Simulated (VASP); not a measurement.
# TePb: single point with PBEsol-based global hybrid with 25 % exact exchange

TePb:

```
Pb Te
1.0
     0.00000    3.23100    3.23100
     3.23100    0.00000    3.23100
     3.23100    3.23100    0.00000
Pb Te
1 1
Direct
  0.00000 0.00000 0.00000
  0.50000 0.50000 0.50000
```

```
Program             : VASP 6.6.1
Task                : single point
Functional          : PBEsol-based global hybrid with 25 % exact exchange
Potentials or basis : VASP PAW PBE potentials, release 64 (Pb_d, Te)
Cutoff              : 520 eV
k mesh              : 4 × 4 × 4
Occupations         : fermi-dirac, width 0.05 eV
Spin                : no spin polarisation
```

* Pressure: -0.9 GPa
* Band gap on the k mesh: 1.67 eV

Levels at points of the mesh, in eV from the valence-band top:
```
           k point  band 6  band 7  band 8  band 9  band 10  band 11  band 12  band 13  band 14  band 15
(0.00, 0.00, 0.00)  -13.39   -6.02   -1.61   -1.61    -1.61     5.44     5.44     5.44     7.04     7.04
(0.50, 0.00, 0.00)  -11.79   -9.53   -1.11   -1.11     0.00     1.67     2.27     2.27     9.78    10.70
(0.50, 0.50, 0.00)  -11.50   -7.97   -5.20   -3.25    -3.25     4.32     6.97     6.97     8.30    11.68
```

Wall time 34 min on 1 thread of AMD EPYC 7R43 64-Core Processor (Zen 3), on a shared host, peak memory 0.19 GiB.

Caveat: the k points lie up to 0.42 Å⁻¹ apart; the PAW data sets were made with another functional, which shifts forces and pressure a little; spin-orbit coupling is left out, which moves the levels of the heavy elements. A k mesh can miss the band edges.
